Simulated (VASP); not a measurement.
# WS2 (Cm) in VASP: single point with PBEsol

Aim: the single point of WS2 with PBEsol.

Everything below comes from runs of VASP 6.6.1. Logs are shortened: lines on timing, memory, paths and dates and some standing lists are left out, and cuts for length are marked.

## Step 1: The cell of the first run

Symmetry: Cm, No. 8, monoclinic system. The conventional cell has a = 5.470 Å, b = 3.158 Å, c = 18.496 Å, α = 90.00°, β = 91.41°, γ = 90.00°. W (site symmetry m) has 6 S at 2.39 to 2.42 Å and 6 W at 3.16 Å within 3.2 Å. Within 3.0 Å of W (site symmetry m) lie 6 S at 2.28 to 2.78 Å. W (site symmetry m) has 6 S at 2.39 to 2.42 Å and 6 W at 3.16 Å within 3.2 Å. S (site symmetry m) has 3 W at 2.39 Å and 7 S at 3.13 to 3.16 Å within 3.2 Å. S (site symmetry m) has 3 W at 2.39 Å and 7 S at 3.13 to 3.16 Å within 3.2 Å. Within 3.2 Å of S (site symmetry m) lie 3 W at 2.39 Å and 7 S at 3.16 Å. S (site symmetry m) has 3 W at 2.42 Å and 7 S at 3.13 to 3.16 Å within 3.2 Å. S (site symmetry m) has 3 W at 2.42 Å and 7 S at 3.13 to 3.16 Å within 3.2 Å.

## Step 2: Single point, PBEsol (the part above a cut slid along it)

The input, INCAR:

```
PREC     = Accurate       # precision mode
ENCUT    = 520            # plane-wave cutoff, eV
EDIFF    = 1E-7           # SCF threshold, eV
ISMEAR   = 0              # smearing method
SIGMA    = 0.05           # smearing width, eV
LREAL    = False          # projectors in reciprocal space
LASPH    = True           # aspherical terms in the spheres
NELM     = 100            # most SCF steps
ALGO     = Normal         # electronic algorithm
ISIF     = 2              # what is computed and relaxed
LWAVE    = False          # write WAVECAR
LCHARG   = True           # write CHGCAR
GGA      = PS             # functional
LELF     = True           # ELF
LVHAR    = True         
NBANDS   = 49             # bands
```

The input, KPOINTS:

```
regular mesh
0
Gamma
  10 10 2
```

The input, POSCAR:

```
WS2
1.0
   -1.5790003843     -2.7349088907      0.0000000000
    1.5790003843     -2.7349088907      0.0000000000
    0.0000000000     -5.0141819603     18.4899900000
W S
3 6
Direct
   -0.6503986500     -0.6503986500      0.7095000000
    0.2940680167      0.2940680167      0.0428333333
    0.3218346833      0.3218346833      0.3761666667
    0.5785013400      0.5785013400      0.4598000000
   -0.3937319933     -0.3937319933      0.7931333333
    0.5507346733      0.5507346733      0.1264666667
    0.7336986500      0.7336986500      0.2905000000
   -0.2385346833     -0.2385346833      0.6238333333
   -0.2107680167     -0.2107680167      0.9571666667
```

Potentials or basis: VASP PAW PBE potentials, release 64 (W_sv, S).

On the command line:

```sh
$ cat potpaw_PBE.64/W_sv/POTCAR potpaw_PBE.64/S/POTCAR > POTCAR
$ mpirun -np 1 vasp_std > vasp.out
```

OUTCAR:

```text
PREC = Accurate
   ENCUT = 520
   EDIFF = 1E-7
   ISMEAR = 0
   LREAL = False
   LASPH = True
   NELM = 100
   ISIF = 2
   GGA = PS

 ion  position               nearest neighbor table
   1  0.350  0.350  0.709-   5 2.39   5 2.39   5 2.39   8 2.42   8 2.42   8 2.42
   2  0.294  0.294  0.043-   9 2.28   9 2.28   6 2.39   6 2.39   6 2.39   9 2.78
   3  0.322  0.322  0.376-   4 2.39   4 2.39   4 2.39   7 2.42   7 2.42   7 2.42
   4  0.579  0.579  0.460-   3 2.39   3 2.39   3 2.39
   5  0.606  0.606  0.793-   1 2.39   1 2.39   1 2.39
   6  0.551  0.551  0.126-   2 2.39   2 2.39   2 2.39
   7  0.734  0.734  0.291-   3 2.42   3 2.42   3 2.42
   8  0.761  0.761  0.624-   1 2.42   1 2.42   1 2.42
   9  0.789  0.789  0.957-   2 2.28   2 2.28   2 2.78

  LATTYP: Found a base centered monoclinic cell.
 ALAT       =     5.4698177814
 B/A-ratio  =     0.5773502692
 C/A-ratio  =     3.3813929172
 COS(beta)  =    -0.0246348183

  Lattice vectors:

 A1 = (  -1.5790003843,  -2.7349088907,   0.0000000000)
 A2 = (   1.5790003843,  -2.7349088907,   0.0000000000)
 A3 = (   0.0000000000,   0.4556358211,  18.4899900000)

Analysis of symmetry for initial positions (statically):
=====================================================================
 Subroutine PRICEL returns:
 Original cell was already a primitive cell.

 Routine SETGRP: Setting up the symmetry group for a
 base centered monoclinic supercell.

 Subroutine GETGRP returns: Found  2 space group operations
 (whereof  2 operations were pure point group operations)
 out of a pool of  4 trial point group operations.

The static configuration has the point symmetry C_1h.

Analysis of symmetry for dynamics (positions and initial velocities):
=====================================================================
 Subroutine PRICEL returns:
 Original cell was already a primitive cell.

 Routine SETGRP: Setting up the symmetry group for a
 base centered monoclinic supercell.

 Subroutine GETGRP returns: Found  2 space group operations
 (whereof  2 operations were pure point group operations)
 out of a pool of  4 trial point group operations.

The dynamic configuration has the point symmetry C_1h.

 Subroutine INISYM returns: Found  2 space group operations
 (whereof  2 operations are pure point group operations),
 and found     1 'primitive' translations

----------------------------------------------------------------------------------------

                                     Primitive cell

  volume of cell :     159.6952

  direct lattice vectors                    reciprocal lattice vectors
    -1.579000384 -2.734908891  0.000000000    -0.316656034 -0.182821447 -0.049578177
     1.579000384 -2.734908891  0.000000000     0.316656034 -0.182821447 -0.049578177
     0.000000000 -5.014181960 18.489990000     0.000000000  0.000000000  0.054083318

  length of vectors
     3.158000769  3.158000769 19.157811747     0.368988782  0.368988782  0.054083318

  position of ions in fractional coordinates (direct lattice)
     0.349601350  0.349601350  0.709500000
     0.294068017  0.294068017  0.042833333
     0.321834683  0.321834683  0.376166667
     0.578501340  0.578501340  0.459800000
     0.606268007  0.606268007  0.793133333
     0.550734673  0.550734673  0.126466667
     0.733698650  0.733698650  0.290500000
     0.761465317  0.761465317  0.623833333
     0.789231983  0.789231983  0.957166667

  ion indices of the primitive-cell ions
   primitive index   ion index
                 1           1
                 2           2
                 3           3
                 4           4
                 5           5
                 6           6
                 7           7
                 8           8
                 9           9

----------------------------------------------------------------------------------------

 KPOINTS: regular mesh

Automatic generation of k-mesh.
 Grid dimensions read from file:
 generate k-points for:   10   10    2

 Generating k-lattice:

  Cartesian coordinates                     Fractional coordinates (reciprocal lattice)
    -0.031665603 -0.018282145 -0.004957818     0.100000000  0.000000000  0.000000000
     0.031665603 -0.018282145 -0.004957818     0.000000000  0.100000000  0.000000000
     0.000000000  0.000000000  0.027041659     0.000000000  0.000000000  0.500000000

  Length of vectors
     0.036898878  0.036898878  0.027041659

  Shift w.r.t. Gamma in fractional coordinates (k-lattice)
     0.000000000  0.000000000  0.000000000

 Subroutine IBZKPT returns following result:
 ===========================================

 Found     62 irreducible k-points:

 Following reciprocal coordinates:
            Coordinates               Weight
  0.000000  0.000000  0.000000      1.000000
  0.100000 -0.000000  0.000000      4.000000
  0.200000 -0.000000  0.000000      4.000000
  0.300000  0.000000  0.000000      4.000000
  0.400000 -0.000000 -0.000000      4.000000
  0.500000  0.000000  0.000000      2.000000
[... 16 lines left out ...]
  0.300000  0.300000  0.000000      2.000000
  0.400000  0.300000  0.000000      4.000000
 [... further k-points ...]
   k-points           NKPTS =     62   k-points in BZ     NKDIM =     62   number of bands    NBANDS=     49
   number of dos      NEDOS =    301   number of ions     NIONS =      9
   total plane-waves  NPLWV =  82944
   dimension x,y,z NGX =    24 NGY =   24 NGZ =  144
   dimension x,y,z NGXF=    48 NGYF=   48 NGZF=  288
   ions per type =               3   6
   NGX,Y,Z   is equivalent  to a cutoff of  12.63, 12.63, 12.50 a.u.
   NGXF,Y,Z  is equivalent  to a cutoff of  25.27, 25.27, 24.99 a.u.
 SYSTEM =  unknown system
   PREC   = accura    normal or accurate (medium, high low for compatibility)
   ISTART =      0    job   : 0-new  1-cont  2-samecut
   ICHARG =      2    charge: 1-file 2-atom 10-const
   ISPIN  =      1    spin polarized calculation?
   LNONCOLLINEAR =      F non collinear calculations
   LSORBIT =      F    spin-orbit coupling
   LASPH  =      T    aspherical Exc in radial PAW
   ENCUT  =  520.0 eV  38.22 Ry    6.18 a.u.   5.87  5.87 35.62*2*pi/ulx,y,z
   NELM   =    100;   NELMIN=  2; NELMDL= -5     # of ELM steps
   EDIFF  = 0.1E-06   stopping-criterion for ELM
   LREAL  =      F    real-space projection
   EDIFFG = 0.1E-05   stopping-criterion for IOM
   NSW    =      0    number of steps for IOM
   IBRION =     -1    ionic relax: 0-MD 1-quasi-New 2-CG
   NFREE  =      0    steps in history (QN), initial steepest desc. (CG)
   ISIF   =      2    stress and relaxation
   ISYM   =      2    0-nonsym 1-usesym 2-fastsym
   POTIM  = 0.5000    time-step for ionic-motion
   TEBEG  =    0.0;   TEEND  =   0.0 temperature during run
   PSTRESS=    0.0 pullay stress
   NELECT =      78.0000    total number of electrons
   NUPDOWN=      -1.0000    fix difference up-down
   EMIN   =  10.00;   EMAX   =-10.00  energy-range for DOS
   EFERMI =   0.00;   METHOD = LEGACY
   ISMEAR =     0;   SIGMA  =   0.05  broadening in eV -4-tet -1-fermi 0-gaus
   EFERMI_NEDOS =   21; number of points for ismear=-14 and -15
   IALGO  =     38    algorithm
   IMIX   =      4    mixing-type and parameters
     AMIX     =   0.40;   BMIX     =  1.00
     AMIX_MAG =   1.60;   BMIX_MAG =  1.00
  volume/ion in A,a.u.               =      17.74       119.74
  Fermi-wavevector in a.u.,A,eV,Ry     =   1.289266  2.436359 22.615688  1.662206
  Thomas-Fermi vector in A             =   2.421169
   LORBIT       =      0    0 simple, 1 ext, 2 COOP (PROOUT), +10 PAW based schemes
   GGA     = PS    functional components
   LHFCALC =     F    Hartree Fock is set to
   AEXX    =    0.0000 exact exchange contribution
   IVDW    =     0    specifies the selected vdW correction
   LEPSILON=     F    determine dielectric tensor
   LRPA    =     F    only Hartree local field effects (RPA)
 non-spin polarized calculation
 Gauss-broadening in eV      SIGMA  =   0.05
  energy-cutoff  :      520.00
  volume of cell :      159.70
 maximum number of plane-waves:      4323
   NGX = 11   NGY = 11   NGZ = 71

 number of electron      78.0000001 magnetization

 Free energy of the ion-electron system (eV)
  ---------------------------------------------------
  ext. energy  EPLUGINS =         0.00000000
  ---------------------------------------------------
  free energy    TOTEN  =       -74.97425233 eV

  energy without entropy =      -74.97425233  energy(sigma->0) =      -74.97425233

 E-fermi :   7.6442     XC(G=0): -11.1137

 val. band max:        7.3990599509   @ k =   0.0000   0.0000   0.5000
 cond. band min:       7.9339316244   @ k =   0.0000   0.0000   0.5000
 fundamental gap:      0.5348716735
 Fermi energy:         7.6441791804

 k-point     1 :       0.0000    0.0000    0.0000
  band No.  band energies     occupation
      1     -67.1912      2.00000
      2     -67.1903      2.00000
      3     -67.1652      2.00000
      4     -31.4784      2.00000
      5     -31.4610      2.00000
      6     -31.4601      2.00000
[... 41 lines left out ...]
     48       9.9106      0.00000
     49       9.9206      0.00000

 k-point     2 :       0.1000   -0.0000    0.0000
  band No.  band energies     occupation
      1     -67.1894      2.00000
      2     -67.1885      2.00000
      3     -67.1634      2.00000
      4     -31.4721      2.00000
      5     -31.4545      2.00000
      6     -31.4536      2.00000
[... 41 lines left out ...]
     48       9.9797      0.00000
     49      10.0242      0.00000

 k-point     3 :       0.2000   -0.0000    0.0000
  band No.  band energies     occupation
      1     -67.1847      2.00000
      2     -67.1838      2.00000
      3     -67.1586      2.00000
      4     -31.4576      2.00000
      5     -31.4376      2.00000
      6     -31.4367      2.00000
[... 41 lines left out ...]
     48      10.1926      0.00000
     49      10.5790      0.00000

 k-point     4 :       0.3000    0.0000    0.0000
  band No.  band energies     occupation
      1     -67.1789      2.00000
      2     -67.1779      2.00000
      3     -67.1527      2.00000
      4     -31.5372      2.00000
      5     -31.5192      2.00000
      6     -31.5186      2.00000
[... 977 lines left out ...]
     48      10.1753      0.00000
     49      11.6761      0.00000

 k-point    23 :       0.3000    0.3000    0.0000
  band No.  band energies     occupation
      1     -67.1789      2.00000
      2     -67.1779      2.00000
      3     -67.1531      2.00000
      4     -31.5192      2.00000
      5     -31.5179      2.00000
      6     -31.4984      2.00000
[... 41 lines left out ...]
     48      10.5476      0.00000
     49      11.0522      0.00000

 k-point    24 :       0.4000    0.3000    0.0000
  band No.  band energies     occupation
      1     -67.1756      2.00000
      2     -67.1747      2.00000
      3     -67.1498      2.00000
      4     -31.5663      2.00000
      5     -31.5650      2.00000
      6     -31.5380      2.00000
[... 41 lines left out ...]
     48      10.5611      0.00000
     49      11.4194      0.00000

 [... further k-points ...]

------------------------ aborting loop because EDIFF is reached ----------------------------------------

  FORCE on cell =-STRESS in cart. coord.  units (eV):
  Direction    XX          YY          ZZ          XY          YZ          ZX
  --------------------------------------------------------------------------------------
  -------------------------------------------------------------------------------------
  Total        1.6291628     -1.2526281      2.9841276      0.0000000     -4.2619657      0.0000000
  in kB       16.3449385    -12.5672705     29.9389244      0.0000000    -42.7591204      0.0000000
  external PRESSURE =      11.2388642 kB  Pullay stress =       0.0000000 kB

 VOLUME and BASIS-vectors are now :
 -----------------------------------------------------------------------------
  energy-cutoff  :      520.00
  volume of cell :      159.70
      direct lattice vectors                 reciprocal lattice vectors
    -1.579000384 -2.734908891  0.000000000    -0.316656034 -0.182821447 -0.049578177
     1.579000384 -2.734908891  0.000000000     0.316656034 -0.182821447 -0.049578177
     0.000000000 -5.014181960 18.489990000     0.000000000  0.000000000  0.054083318

 POSITION                                       TOTAL-FORCE (eV/Angst)
 -----------------------------------------------------------------------------------
      0.00000     -5.46982     13.11865         0.000000      0.005532     -0.597616
      0.00000     -1.82327      0.79199         0.000000     -3.413367      1.069860
      0.00000     -3.64655      6.95532         0.000000     -0.000495     -0.602914
      0.00000     -5.46982      8.50170         0.000000      0.000226      0.252843
      0.00000     -7.29309     14.66503         0.000000     -0.000633      0.258832
      0.00000     -3.64655      2.33837         0.000000      0.378367      0.304758
      0.00000     -5.46982      5.37134         0.000000     -0.000555      0.349197
      0.00000     -7.29309     11.53467         0.000000      0.001828      0.347849
      0.00000     -9.11636     17.69800         0.000000      3.029098     -1.382810
 -----------------------------------------------------------------------------------
    total drift:                               -0.000000     -0.000012     -0.000305

  FREE ENERGIE OF THE ION-ELECTRON SYSTEM (eV)
  ---------------------------------------------------
  free  energy   TOTEN  =       -74.9742523290 eV

  energy  without entropy=      -74.9742523290  energy(sigma->0) =      -74.97425233
```

It took 9.6 min on 1 thread of Intel Xeon 8259CL, shared host; peak memory 0.5 GiB.

Results:

| Item | Value |
| --- | --- |
| Free energy | -74.9743 eV |
| Pressure | 1.1 GPa |
| Largest force | 3.577 eV/Å |
| Band gap on the k mesh | 0.53 eV |

Forces in eV/Å, atoms in the order of the input:
```
W    0.000  0.006 -0.598
W    0.000 -3.413  1.070
W    0.000  0.000 -0.603
S    0.000  0.000  0.253
S    0.000 -0.001  0.259
S    0.000  0.378  0.305
S    0.000 -0.001  0.349
S    0.000  0.002  0.348
S    0.000  3.029 -1.383
```

Stress tensor (GPa, compression positive):
```
 1.63  0.00  0.00
 0.00 -1.26 -4.28
 0.00 -4.28  2.99
```

Levels at points of the mesh, in eV from the valence-band top:
| k point | band 36 | band 37 | band 38 | band 39 | band 40 | band 41 | band 42 | band 43 |
| --- | --- | --- | --- | --- | --- | --- | --- | --- |
| (0.00, 0.00, 0.00) | -1.30 | -0.93 | -0.17 | -0.10 | 0.54 | 1.80 | 2.22 | 2.22 |
| (0.50, 0.00, 0.00) | -1.85 | -1.68 | -1.59 | -0.81 | 1.96 | 2.26 | 2.29 | 2.41 |
| (0.50, 0.50, 0.00) | -1.85 | -1.69 | -1.61 | -1.00 | 2.26 | 2.26 | 2.29 | 2.30 |
| (0.00, 0.00, 0.50) | -1.14 | -0.64 | -0.48 | 0.00 | 0.53 | 1.80 | 2.22 | 2.22 |
| (0.50, 0.00, 0.50) | -1.85 | -1.68 | -1.59 | -0.81 | 1.96 | 2.27 | 2.29 | 2.42 |
| (0.50, 0.50, 0.50) | -1.81 | -1.70 | -1.60 | -1.00 | 2.27 | 2.27 | 2.27 | 2.31 |

Caveat: the cell differs from its parent crystal (the part above a cut slid along it); the PAW data sets were made with another functional, which shifts forces and pressure a little; spin-orbit coupling is left out, which moves the levels of the heavy elements; this functional lacks dispersion, which binds layers or chains, so the pressure and a relaxed spacing across them are unreliable.
